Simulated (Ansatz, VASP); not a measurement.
## One calculation of AgCl, two programs

INCAR

```
SYSTEM = AgCl
PREC = Accurate
ENCUT = 520
EDIFF = 1E-6
ISMEAR = 0
SIGMA = 0.05
LREAL = .FALSE.
LASPH = .TRUE.
NELM = 80
ALGO = Normal
ISIF = 2
LWAVE = .FALSE.
LCHARG = .FALSE.
GGA = PE
NBANDS = 16
```

File KPOINTS:

```
Automatic mesh
0
G
  8 8 8
  0 0 0
```

File POSCAR:

```
AgCl
1.0
    0.0000000000      2.7731500000      2.7731500000
    2.7731500000      0.0000000000      2.7731500000
    2.7731500000      2.7731500000      0.0000000000
Ag Cl
1 1
Direct
    0.5000000000      0.5000000000      0.5000000000
    0.0000000000      0.0000000000      0.0446220676
```

Input for Ansatz:

```yaml
crystal:
  lattice:
    - [0.0, 2.77315, 2.77315]
    - [2.77315, 0.0, 2.77315]
    - [2.77315, 2.77315, 0.0]
  atoms:
    - { symbol: Ag, position: [0.5, 0.5, 0.5] }
    - { symbol: Cl, position: [0.0, 0.0, 0.0446220676] }
basis:
  ecutwfc: 420
kpoints:
  mp_grid: { grid: [8, 8, 8] }
hamiltonian:
  xc: pbe
scf:
  occupations: { method: gaussian, width: 0.05 }
output:
  forces: true
  stress: true
  eigenvalues: true
```

Change from the starting cell: all Cl atoms moved +0.175 Å, as atom 2 along Cartesian [1 1 0].

Alike in both runs: task single point; functional PBE; k mesh 8 × 8 × 8; occupations gaussian, width 0.05 eV; no spin polarisation.

|  | VASP | Ansatz |
| --- | --- | --- |
| version | VASP 6.6.1 | Ansatz 0.2.0 |
| potentials or method | VASP PAW PBE potentials, release 64 (Ag, Cl), cutoff 520 eV | scalar-relativistic, plane waves, PAW |
| valence electrons in the cell | 18 | 26 |

Ansatz gave:

- gap on the k mesh at the Fermi level (eV): 0.89
- least direct gap on the mesh (eV): 2.72
- pressure (GPa): 2.1
- traceless stress, the component that is largest in VASP (GPa): -0.48
- rms of the force components (eV/Å): 0.122

**Question.** Estimate VASP's values.

**Answer.** gap on the k mesh at the Fermi level (eV): 0.89; least direct gap on the mesh (eV): 2.71; pressure (GPa): 2.0; traceless stress, the component that is largest in VASP (GPa): -0.48; rms of the force components (eV/Å): 0.120.

Atom by atom the forces differ by 0.002 eV/Å (rms over components). VASP's potentials hold 18 valence electrons a cell and Ansatz's 26, so a difference there can come from the potentials and not from the codes.
